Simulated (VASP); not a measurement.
A run of VASP 6.6.1 is set up as follows.

The input INCAR:

```
SYSTEM = Ni
  PREC = Accurate
  ENCUT = 520
  EDIFF = 1E-6
  ISMEAR = 0
  SIGMA = 0.1
  LREAL = .False.
  LASPH = .True.
  NELM = 150
  ALGO = Normal
  ISIF = 2
  LWAVE = .False.
  LCHARG = .True.
  ISPIN = 2
  MAGMOM = 0.93 0.93
  LORBIT = 11
  LMAXMIX = 4
  GGA = PS
  LELF = .True.
  LVHAR = .True.
  NBANDS = 21
```

File KPOINTS:

```
Automatic mesh
0
Gamma
  20 20 20
  0 0 0
```

POSCAR

```
Ni
1.0
    0.0000000000      2.5032075487      2.5032075487
    2.5032075487      0.0000000000      2.5032075487
    2.5032075487      2.5032075487      0.0000000000
Ni
2
Direct
    0.0000000000      0.0000000000      0.0000000000
    0.2500000000      0.2500000000      0.2500000000
```

Potentials or basis: VASP PAW PBE potentials, release 64 (Ni).

Run with:

```console
$ cat potpaw_PBE.64/Ni/POTCAR > POTCAR
$ mpirun -np 1 vasp_std > vasp.out
```

Task: Predict the site moments.

Result: Ni +0.79 μB.

Task: Predict the net moment.

Result: 1.58 μB per cell.
